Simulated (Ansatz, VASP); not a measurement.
CuSi16: VASP beside Ansatz

```
Si Cu
1.0
     0.00000    5.43000    5.43000
     5.43000    0.00000    5.43000
     5.43000    5.43000    0.00000
Si Cu
16 1
Direct
  0.00746 0.98238 0.00634
  0.12676 0.11602 0.12571
  0.00927 0.99847 0.49875
  0.14292 0.11779 0.61808
  0.99041 0.48908 0.98936
  0.11405 0.61273 0.11301
  0.00747 0.50606 0.48266
  0.12675 0.62543 0.61630
  0.49981 0.99848 0.00821
  0.61916 0.11776 0.14187
  0.51254 0.01122 0.51149
  0.63620 0.13486 0.63514
  0.48369 0.50611 0.00640
  0.61735 0.62543 0.12570
  0.49980 0.50793 0.49876
  0.61915 0.64160 0.61804
  0.81314 0.31185 0.81212
```

Alike in both runs: functional PBEsol; k mesh 2 × 2 × 2; occupations fermi-dirac, width 0.02 eV; collinear spin.

Ansatz relaxed the structure, and its values are those at the end. VASP's run is a single point on that final structure, the one shown.

```csv
,VASP,Ansatz
version,VASP 6.6.1,Ansatz 0.2.0
potentials or method,"VASP PAW PBE potentials, release 64 (Si, Cu), cutoff 520 eV","scalar-relativistic, plane waves, PAW"
valence electrons in the cell,75,83
```

|  | VASP | Ansatz | Ansatz less VASP |
| --- | --- | --- | --- |
| rms of the force components (eV/Å) | 0.008 | 0.004 | -0.0042 |
| net moment per atom (μB) | 0.00 | 0.00 | 0.000 |

VASP's potentials were made for PBE, not for PBEsol, and Ansatz warns of the same on its side. VASP's potentials hold 75 valence electrons a cell and Ansatz's 83, so a difference there can come from the potentials and not from the codes. Ansatz's warnings: seeded moment not kept.

The k mesh is coarse, so the values compare programs but aren't converged.
